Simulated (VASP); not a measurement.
Set up this calculation in VASP 6.6.1, as the native input.

```yaml
Task: single point
Functional: r2SCAN
Potentials_or_basis: VASP PAW PBE potentials, release 64 (Si, C)
Cutoff: 520 eV
k_mesh: 12 × 12 × 6
Occupations: gaussian, width 0.01 eV
Spin: no spin polarisation
Dipole_correction: no
Further_INCAR_settings: ALGO = Normal; EDIFF = 1e-06; NBANDS = 16
```

SiC:

```
Si C
1.0
     3.07536    0.00000    0.00000
    -1.53768    2.66334    0.00000
     0.00000    0.00000    5.04811
Si C
2 2
Direct
  0.33333 0.66667 0.99959
  0.66667 0.33333 0.49959
  0.33333 0.66667 0.37541
  0.66667 0.33333 0.87541
```

The input as run:

POSCAR

```
SiC
1.0
    3.0753562433      0.0000000000      0.0000000000
   -1.5376781217      2.6633366324      0.0000000000
    0.0000000000      0.0000000000      5.0481080951
Si C
2 2
Direct
    0.3333333333      0.6666666667     -0.0004084047
    0.6666666667      0.3333333333      0.4995915953
    0.3333333333      0.6666666667      0.3754084047
    0.6666666667      0.3333333333      0.8754084047
```

INCAR.step1

```
SYSTEM = SiC
ALGO     = Normal         ! electronic algorithm
EDIFF    = 1E-4           ! SCF threshold, eV
ENCUT    = 520            ! plane-wave cutoff, eV
GGA      = PE             ! functional
ISMEAR   = 0              ! smearing method
LASPH    = .True.         ! aspherical terms in the spheres
LCHARG   = .False.        ! write CHGCAR
LREAL    = .False.        ! projectors in reciprocal space
LWAVE    = .True.         ! write WAVECAR
NBANDS   = 16             ! bands
NELM     = 80             ! most SCF steps
PREC     = Accurate       ! precision mode
SIGMA    = 0.01           ! smearing width, eV
```

INCAR.step2

```
SYSTEM = SiC
ALGO     = Normal         ! electronic algorithm
EDIFF    = 1E-6           ! SCF threshold, eV
ENCUT    = 520            ! plane-wave cutoff, eV
ISIF     = 2              ! what is computed and relaxed
ISMEAR   = 0              ! smearing method
ISTART   = 1            
LASPH    = .True.         ! aspherical terms in the spheres
LCHARG   = .False.        ! write CHGCAR
LMIXTAU  = .True.       
LREAL    = .False.        ! projectors in reciprocal space
LWAVE    = .False.        ! write WAVECAR
METAGGA  = R2SCAN         ! meta-GGA
NBANDS   = 16             ! bands
NELM     = 80             ! most SCF steps
PREC     = Accurate       ! precision mode
SIGMA    = 0.01           ! smearing width, eV
```

KPOINTS

```
k-points
0
Gamma
  12 12 6
  0 0 0
```

Potentials or basis: VASP PAW PBE potentials, release 64 (Si, C).

The run is started by

```sh
$ cat potpaw_PBE.64/Si/POTCAR potpaw_PBE.64/C/POTCAR > POTCAR
$ cp INCAR.step1 INCAR
$ mpirun -np 1 vasp_std > vasp.out
$ cp INCAR.step2 INCAR
$ mpirun -np 1 vasp_std > vasp.out
```

It gave:

```
Pressure               : -0.2 GPa
Band gap on the k mesh : 2.66 eV, indirect (least direct gap 4.48 eV)
```

Caveat: the PAW data sets were made with another functional, which shifts forces and pressure a little.

It took 54 s on 1 thread of Intel(R) Xeon(R) 6975P-C (Granite Rapids), on a shared host, peak memory 0.18 GiB.
